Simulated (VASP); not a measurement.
Te2Mo:

```
CELL_PARAMETERS angstrom
3.44638 0.00000 0.00000
-1.72319 2.98465 0.00000
0.00000 0.00000 13.68834
ATOMIC_POSITIONS crystal
Te 0.66667 0.33333 0.37900
Te 0.33333 0.66667 0.87900
Te 0.66667 0.33333 0.12100
Te 0.33333 0.66667 0.62100
Mo 0.66667 0.33333 0.75000
Mo 0.33333 0.66667 0.25000
```

Base run:

* Program: VASP 6.6.1
* Functional: PBE
* Potentials or basis: VASP PAW PBE potentials, release 64 (Te, Mo_sv)
* Cutoff: 520 eV
* k mesh: 9 × 9 × 2
* Occupations: fermi-dirac, width 0.05 eV
* Spin: no spin polarisation

Its results: band gap on the k mesh 0.74 eV, indirect (least direct gap 1.13 eV); pressure 10.5 GPa; largest force 1.140 eV/Å.

**Question.** The run is repeated on the same cell with these changes: functional from PBE to BLYP; dispersion from none to D3(BJ). What comes out?

**Answer.** Band gap on the k mesh 0.77 eV, indirect (least direct gap 1.13 eV); pressure 8.7 GPa; largest force 1.448 eV/Å.

Several settings changed at once, so the effect can't be laid on one alone.

Caveats: spin-orbit coupling is left out, which moves the levels of the heavy elements; this functional lacks dispersion, which binds the layers, so the pressure and a relaxed spacing across them are unreliable (some runs); forces of over 1 eV/Å act on the atoms, so gaps and moduli don't describe the material at rest (some runs); the PAW data sets were made with another functional, which shifts forces and pressure a little (some runs).

A k mesh can miss the band edges.
